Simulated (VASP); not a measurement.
Here is a VASP 6.6.1 calculation.

Contents of INCAR:

```
SYSTEM = Cs
ALGO = Normal
EDIFF = 1E-6
ENCUT = 520
GGA = PE
ISIF = 2
ISMEAR = -1
LASPH = .True.
LCHARG = .False.
LREAL = .False.
LWAVE = .False.
NBANDS = 10
NELM = 100
PREC = Accurate
SIGMA = 0.08
```

KPOINTS

```
k-points
0
Gamma
  8 8 8
  0 0 0
```

File POSCAR:

```
Cs
1.0
    4.9202948738      0.0000000000      0.0000000000
   -2.4601474369      4.2611003548      0.0000000000
    0.0000000000      0.0000000000      4.6250771814
Cs
1
Direct
    0.0000000000      0.0000000000      0.0000000000
```

Potentials or basis: VASP PAW PBE potentials, release 64 (Cs_sv).

Command:

```sh
$ cat potpaw_PBE.64/Cs_sv/POTCAR > POTCAR
$ mpirun -np 1 vasp_std > vasp.out
```

Q: What does it give for the pressure?

A: 0.6 GPa.
